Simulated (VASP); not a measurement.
Input of a VASP 6.6.1 run:

The input POSCAR:

```
Ag
1.0
    2.9152311666      0.0000000000      0.0000000000
   -1.4576155833      2.5246642482      0.0000000000
    0.0000000000      0.0000000000      4.7145543034
Ag
2
Direct
    0.3333333333      0.6666666667      0.2500000000
    0.6666666667      0.3333333333      0.7500000000
```

INCAR.step1

```
PREC = Accurate ; ENCUT = 520
ISMEAR = -1 ; SIGMA = 0.1
LREAL = F ; LASPH = T
NELM = 100 ; NBANDS = 18
GGA = PE ; ALGO = Normal
EDIFF = 1E-4 ; LWAVE = T
LCHARG = F
```

INCAR.step2

```
PREC = Accurate ; ENCUT = 520
EDIFF = 1E-6 ; ISMEAR = -1
SIGMA = 0.1 ; LREAL = F
LASPH = T ; NELM = 100
ALGO = Normal ; ISIF = 2
LWAVE = F ; LCHARG = F
METAGGA = R2SCAN ; LMIXTAU = T
NBANDS = 18 ; ISTART = 1
```

Contents of KPOINTS:

```
Automatic mesh
0
Gamma
  12 12 7
```

Potentials or basis: VASP PAW PBE potentials, release 64 (Ag).

Run with:

```console
$ cat potpaw_PBE.64/Ag/POTCAR > POTCAR
$ cp INCAR.step1 INCAR
$ mpirun -np 1 vasp_std > vasp.out
$ cp INCAR.step2 INCAR
$ mpirun -np 1 vasp_std > vasp.out
```

Task: What does it give for the pressure?

Result: 0.1 GPa.

Task: What does it give for the band gap on the k mesh?

Result: Zero (band 11 reaches 12.25 eV, above the bottom of band 12 at 4.58 eV).

Caveat: the PAW data sets were made with another functional, which shifts forces and pressure a little.
